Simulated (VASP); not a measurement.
# BeCd3S4 (P-4m2) in VASP: relaxation of cell and atoms with PBE

Aim: the relaxation of cell and atoms of BeCd3S4 with PBE.

All numbers are computed with VASP 6.6.1; they aren't measurements. Logs are shortened: lines on timing, memory, paths and dates and some standing lists are left out, and cuts for length are marked.

## 1. The cell of the first run

Symmetry: P-4m2, No. 115, tetragonal system. The conventional cell has a = 3.880 Å, b = 3.880 Å, c = 11.000 Å, α = 90.00°, β = 90.00°, γ = 90.00°. Be (site symmetry -4m2) has 4 S at 2.18 Å within 2.9 Å. Cd (site symmetry -4m2) has 4 S at 2.41 Å within 3.2 Å. Cd (site symmetry 2mm) has 4 S at 2.44 to 2.51 Å within 3.2 Å. Within 2.9 Å of S (site symmetry 2mm) lie 2 Be at 2.18 Å and 2 Cd at 2.51 Å. S (site symmetry 2mm) has 4 Cd at 2.41 to 2.44 Å within 3.2 Å.

## 2. Relaxation of cell and atoms, PBE

Contents of INCAR:

```
ALGO = Normal ; EDIFF = 1E-7
EDIFFG = -0.08 ; ENCUT = 600
GGA = PE ; GGA_COMPAT = False
IBRION = 2 ; ISIF = 3
ISMEAR = 0 ; LASPH = True
LCHARG = False ; LREAL = False
LWAVE = False ; NELM = 120
NELMIN = 4 ; NSW = 36
PREC = Accurate ; SIGMA = 0.15
```

Contents of KPOINTS:

```
k-points
0
Gamma
  3 3 1
```

Contents of POSCAR:

```
BeCd3S4
1.0
    3.8800000000      0.0000000000      0.0000000000
    0.0000000000      3.8800000000      0.0000000000
    0.0000000000      0.0000000000     11.0000000000
Be Cd S
1 3 4
Direct
    0.0000000000      0.0000000000      0.0000000000
    0.0000000000      0.0000000000      0.5000000000
    0.5000000000      0.5000000000      0.2350000000
    0.5000000000      0.5000000000      0.7650000000
    0.0000000000      0.5000000000      0.0900000000
    0.5000000000      0.0000000000      0.9100000000
    0.0000000000      0.5000000000      0.6300000000
    0.5000000000      0.0000000000      0.3700000000
```

Potentials or basis: VASP PAW PBE potentials, release 64 (Be, Cd, S).

On the command line:

```sh
> cat potpaw_PBE.64/Be/POTCAR potpaw_PBE.64/Cd/POTCAR potpaw_PBE.64/S/POTCAR > POTCAR
> mpirun -np 1 vasp_std > vasp.out
```

OUTCAR:

```text
EDIFF = 1E-7
   EDIFFG = -0.08
   ENCUT = 600
   GGA = PE
   IBRION = 2
   ISIF = 3
   ISMEAR = 0
   LASPH = True
   LREAL = False
   NELM = 120
   NELMIN = 4
   NSW = 36
   PREC = Accurate

 ion  position               nearest neighbor table
   1  0.000  0.000  0.000-   5 2.18   6 2.18   5 2.18   6 2.18
   2  0.000  0.000  0.500-   7 2.41   8 2.41   7 2.41   8 2.41
   3  0.500  0.500  0.235-   8 2.44   8 2.44   5 2.51   5 2.51
   4  0.500  0.500  0.765-   7 2.44   7 2.44   6 2.51   6 2.51
   5  0.000  0.500  0.090-   1 2.18   1 2.18   3 2.51   3 2.51
   6  0.500  0.000  0.910-   1 2.18   1 2.18   4 2.51   4 2.51
   7  0.000  0.500  0.630-   2 2.41   2 2.41   4 2.44   4 2.44
   8  0.500  0.000  0.370-   2 2.41   2 2.41   3 2.44   3 2.44

  LATTYP: Found a simple tetragonal cell.
 ALAT       =     3.8800000000
 C/A-ratio  =     2.8350515464

  Lattice vectors:

 A1 = (   3.8800000000,   0.0000000000,   0.0000000000)
 A2 = (   0.0000000000,   3.8800000000,   0.0000000000)
 A3 = (   0.0000000000,   0.0000000000,  11.0000000000)

Analysis of symmetry for initial positions (statically):
=====================================================================
 Subroutine PRICEL returns:
 Original cell was already a primitive cell.

 Routine SETGRP: Setting up the symmetry group for a
 simple tetragonal supercell.

 Subroutine GETGRP returns: Found  8 space group operations
 (whereof  8 operations were pure point group operations)
 out of a pool of 16 trial point group operations.

The static configuration has the point symmetry D_2d.

Analysis of symmetry for dynamics (positions and initial velocities):
=====================================================================
 Subroutine PRICEL returns:
 Original cell was already a primitive cell.

 Routine SETGRP: Setting up the symmetry group for a
 simple tetragonal supercell.

 Subroutine GETGRP returns: Found  8 space group operations
 (whereof  8 operations were pure point group operations)
 out of a pool of 16 trial point group operations.

The dynamic configuration has the point symmetry D_2d.

 Subroutine INISYM returns: Found  8 space group operations
 (whereof  8 operations are pure point group operations),
 and found     1 'primitive' translations

----------------------------------------------------------------------------------------

                                     Primitive cell

  volume of cell :     165.5984

  direct lattice vectors                    reciprocal lattice vectors
     3.880000000  0.000000000  0.000000000     0.257731959  0.000000000  0.000000000
     0.000000000  3.880000000  0.000000000     0.000000000  0.257731959  0.000000000
     0.000000000  0.000000000 11.000000000     0.000000000  0.000000000  0.090909091

  length of vectors
     3.880000000  3.880000000 11.000000000     0.257731959  0.257731959  0.090909091

  position of ions in fractional coordinates (direct lattice)
     0.000000000  0.000000000  0.000000000
     0.000000000  0.000000000  0.500000000
     0.500000000  0.500000000  0.235000000
     0.500000000  0.500000000  0.765000000
     0.000000000  0.500000000  0.090000000
     0.500000000  0.000000000  0.910000000
     0.000000000  0.500000000  0.630000000
     0.500000000  0.000000000  0.370000000

  ion indices of the primitive-cell ions
   primitive index   ion index
                 1           1
                 2           2
                 3           3
                 4           4
                 5           5
                 6           6
                 7           7
                 8           8

----------------------------------------------------------------------------------------

 KPOINTS: k-points

Automatic generation of k-mesh.
 Grid dimensions read from file:
 generate k-points for:    3    3    1

 Generating k-lattice:

  Cartesian coordinates                     Fractional coordinates (reciprocal lattice)
     0.085910653  0.000000000  0.000000000     0.333333333  0.000000000  0.000000000
     0.000000000  0.085910653  0.000000000     0.000000000  0.333333333  0.000000000
     0.000000000  0.000000000  0.090909091     0.000000000  0.000000000  1.000000000

  Length of vectors
     0.085910653  0.085910653  0.090909091

  Shift w.r.t. Gamma in fractional coordinates (k-lattice)
     0.000000000  0.000000000  0.000000000

 Subroutine IBZKPT returns following result:
 ===========================================

 Found      3 irreducible k-points:

 Following reciprocal coordinates:
            Coordinates               Weight
  0.000000  0.000000  0.000000      1.000000
  0.333333  0.000000  0.000000      4.000000
  0.333333  0.333333  0.000000      4.000000
   k-points           NKPTS =      3   k-points in BZ     NKDIM =      3   number of bands    NBANDS=     37
   number of dos      NEDOS =    301   number of ions     NIONS =      8
   total plane-waves  NPLWV =  92160
   dimension x,y,z NGX =    32 NGY =   32 NGZ =   90
   dimension x,y,z NGXF=    64 NGYF=   64 NGZF=  180
   ions per type =               1   3   4
   NGX,Y,Z   is equivalent  to a cutoff of  13.71, 13.71, 13.60 a.u.
   NGXF,Y,Z  is equivalent  to a cutoff of  27.42, 27.42, 27.20 a.u.
 SYSTEM =  unknown system
   PREC   = accura    normal or accurate (medium, high low for compatibility)
   ISTART =      0    job   : 0-new  1-cont  2-samecut
   ICHARG =      2    charge: 1-file 2-atom 10-const
   ISPIN  =      1    spin polarized calculation?
   LNONCOLLINEAR =      F non collinear calculations
   LSORBIT =      F    spin-orbit coupling
   LASPH  =      T    aspherical Exc in radial PAW
   ENCUT  =  600.0 eV  44.10 Ry    6.64 a.u.   7.75  7.75 21.97*2*pi/ulx,y,z
   NELM   =    120;   NELMIN=  4; NELMDL= -5     # of ELM steps
   EDIFF  = 0.1E-06   stopping-criterion for ELM
   LREAL  =      F    real-space projection
   EDIFFG = -.8E-01   stopping-criterion for IOM
   NSW    =     36    number of steps for IOM
   IBRION =      2    ionic relax: 0-MD 1-quasi-New 2-CG
   NFREE  =      1    steps in history (QN), initial steepest desc. (CG)
   ISIF   =      3    stress and relaxation
   ISYM   =      2    0-nonsym 1-usesym 2-fastsym
   POTIM  = 0.5000    time-step for ionic-motion
   TEBEG  =    0.0;   TEEND  =   0.0 temperature during run
   PSTRESS=    0.0 pullay stress
   NELECT =      62.0000    total number of electrons
   NUPDOWN=      -1.0000    fix difference up-down
   EMIN   =  10.00;   EMAX   =-10.00  energy-range for DOS
   EFERMI =   0.00;   METHOD = LEGACY
   ISMEAR =     0;   SIGMA  =   0.15  broadening in eV -4-tet -1-fermi 0-gaus
   EFERMI_NEDOS =   21; number of points for ismear=-14 and -15
   IALGO  =     38    algorithm
   IMIX   =      4    mixing-type and parameters
     AMIX     =   0.40;   BMIX     =  1.00
     AMIX_MAG =   1.60;   BMIX_MAG =  1.00
  volume/ion in A,a.u.               =      20.70       139.69
  Fermi-wavevector in a.u.,A,eV,Ry     =   1.179922  2.229730 18.942252  1.392216
  Thomas-Fermi vector in A             =   2.316224
   LORBIT       =      0    0 simple, 1 ext, 2 COOP (PROOUT), +10 PAW based schemes
   GGA     = PE    functional components
   LHFCALC =     F    Hartree Fock is set to
   AEXX    =    0.0000 exact exchange contribution
   IVDW    =     0    specifies the selected vdW correction
   LEPSILON=     F    determine dielectric tensor
   LRPA    =     F    only Hartree local field effects (RPA)
 conjugate gradient relaxation of ions
 non-spin polarized calculation
 Gauss-broadening in eV      SIGMA  =   0.15
  energy-cutoff  :      600.00
  volume of cell :      165.60
 maximum number of plane-waves:      5530
 NGX is ok and might be reduce to    32
   NGX = 15   NGY = 15   NGZ = 43

--------------------------------------- Ionic step        1  -------------------------------------------

 number of electron      61.9999987 magnetization

 Free energy of the ion-electron system (eV)
  ---------------------------------------------------
  ext. energy  EPLUGINS =         0.00000000
  ---------------------------------------------------
  free energy    TOTEN  =       -27.10945694 eV

  energy without entropy =      -27.10945694  energy(sigma->0) =      -27.10945694

------------------------ aborting loop because EDIFF is reached ----------------------------------------

  FORCE on cell =-STRESS in cart. coord.  units (eV):
  Direction    XX          YY          ZZ          XY          YZ          ZX
  --------------------------------------------------------------------------------------
  -------------------------------------------------------------------------------------
  Total        7.9063735      7.9063735      8.9936795      0.0000000      0.0000000      0.0000000
  in kB       76.4947757     76.4947757     87.0145447      0.0000000      0.0000000      0.0000000
  external PRESSURE =      80.0013654 kB  Pullay stress =       0.0000000 kB
[... 279 lines left out ...]
  energy  without entropy=      -27.6069747115  energy(sigma->0) =      -27.60697471

--------------------------------------- Ionic step        8  -------------------------------------------

 number of electron      62.0000024 magnetization

 Free energy of the ion-electron system (eV)
  ---------------------------------------------------
  ext. energy  EPLUGINS =         0.00000000
  ---------------------------------------------------
  free energy    TOTEN  =       -27.60868150 eV

  energy without entropy =      -27.60868150  energy(sigma->0) =      -27.60868150

 E-fermi :   2.4257     XC(G=0):  -9.1545

 val. band max:        1.7364269400   @ k =   0.0000   0.0000   0.0000
 cond. band min:       3.1532584773   @ k =   0.0000   0.0000   0.0000
 fundamental gap:      1.4168315372
 Fermi energy:         2.4257016860

 k-point     1 :       0.0000    0.0000    0.0000
  band No.  band energies     occupation
      1     -10.9973      2.00000
      2     -10.4545      2.00000
      3     -10.2795      2.00000
      4      -9.8351      2.00000
      5      -6.0311      2.00000
      6      -5.9698      2.00000
[... 29 lines left out ...]
     36       5.8837      0.00000
     37       6.5814      0.00000

 k-point     2 :       0.3333    0.0000    0.0000
  band No.  band energies     occupation
      1     -10.6001      2.00000
      2     -10.2731      2.00000
      3     -10.1841      2.00000
      4      -9.9860      2.00000
      5      -5.9883      2.00000
      6      -5.9390      2.00000
[... 29 lines left out ...]
     36       7.1266      0.00000
     37       7.6298      0.00000

 k-point     3 :       0.3333    0.3333    0.0000
  band No.  band energies     occupation
      1     -10.3109      2.00000
      2     -10.1269      2.00000
      3     -10.0835      2.00000
      4      -9.9866      2.00000
      5      -5.9088      2.00000
      6      -5.8910      2.00000
[... 64 lines left out ...]
  FREE ENERGIE OF THE ION-ELECTRON SYSTEM (eV)
  ---------------------------------------------------
  free  energy   TOTEN  =       -27.6086815033 eV

  energy  without entropy=      -27.6086815033  energy(sigma->0) =      -27.60868150

 reached required accuracy - stopping structural energy minimisation
```

Wall time 2.7 min (1 thread of Intel Xeon Platinum 8488C (Sapphire Rapids), shared host); peak memory 0.3 GiB.

What came out:

| Quantity | Value |
| --- | --- |
| Free energy | -27.6087 eV |
| Relaxed volume | 22.79 Å³/atom |
| Relaxed cell | a = 3.967 Å, b = 3.967 Å, c = 11.583 Å, α = 90.00°, β = 90.00°, γ = 90.00° |
| Space group after relaxing (to 0.1 Å) | P-4m2 (No. 115) |
| Energy gained by relaxing | 62.4 meV/atom |
| Ionic steps | 8 |
| Pressure after relaxing | 0.2 GPa |
| Largest force after relaxing | 0.035 eV/Å |
| Band gap on the k mesh | 1.42 eV |

Forces in eV/Å, atoms in the order of the input:
```
Be   0.000  0.000  0.000
Cd   0.000  0.000  0.000
Cd   0.000  0.000 -0.035
Cd   0.000  0.000  0.035
S    0.000  0.000  0.006
S    0.000  0.000 -0.006
S    0.000  0.000 -0.014
S    0.000  0.000  0.014
```

Step by step:
| step | energy change (eV) | largest force (eV/Å) | pressure (GPa) | volume (Å³) |
| --- | --- | --- | --- | --- |
| 1 | 0.0000 | 0.6363 | 8.00 | 165.60 |
| 2 | -0.3899 | 0.2910 | -2.42 | 191.62 |
| 3 | -0.4441 | 0.3685 | -0.20 | 184.12 |
| 4 | -0.4640 | 0.2595 | -0.14 | 183.81 |
| 5 | -0.4855 | 0.2784 | 0.07 | 183.07 |
| 6 | -0.4950 | 0.1407 | -0.08 | 183.29 |
| 7 | -0.4975 | 0.1001 | -0.20 | 183.47 |
| 8 | -0.4992 | 0.0347 | 0.15 | 182.31 |

Final structure:
```cif
data_structure
_symmetry_space_group_name_H-M 'P 1'
_symmetry_Int_Tables_number 1
_cell_length_a 3.9674
_cell_length_b 3.9674
_cell_length_c 11.5826
_cell_angle_alpha 90.000
_cell_angle_beta 90.000
_cell_angle_gamma 90.000
_cell_volume 182.31
loop_
_atom_site_label
_atom_site_type_symbol
_atom_site_fract_x
_atom_site_fract_y
_atom_site_fract_z
_atom_site_occupancy
Be1 Be 0.00000 0.00000 0.00000 1
Cd1 Cd 0.00000 0.00000 0.50000 1
Cd2 Cd 0.50000 0.50000 0.22578 1
Cd3 Cd 0.50000 0.50000 0.77422 1
S1 S 0.00000 0.50000 0.08712 1
S2 S 0.50000 0.00000 0.91288 1
S3 S 0.00000 0.50000 0.63730 1
S4 S 0.50000 0.00000 0.36270 1
```

Caveat: the k points lie up to 0.54 Å⁻¹ apart in the final cell; the relaxation stopped at a loose force limit of 0.08 eV/Å, so its end isn't a converged minimum.
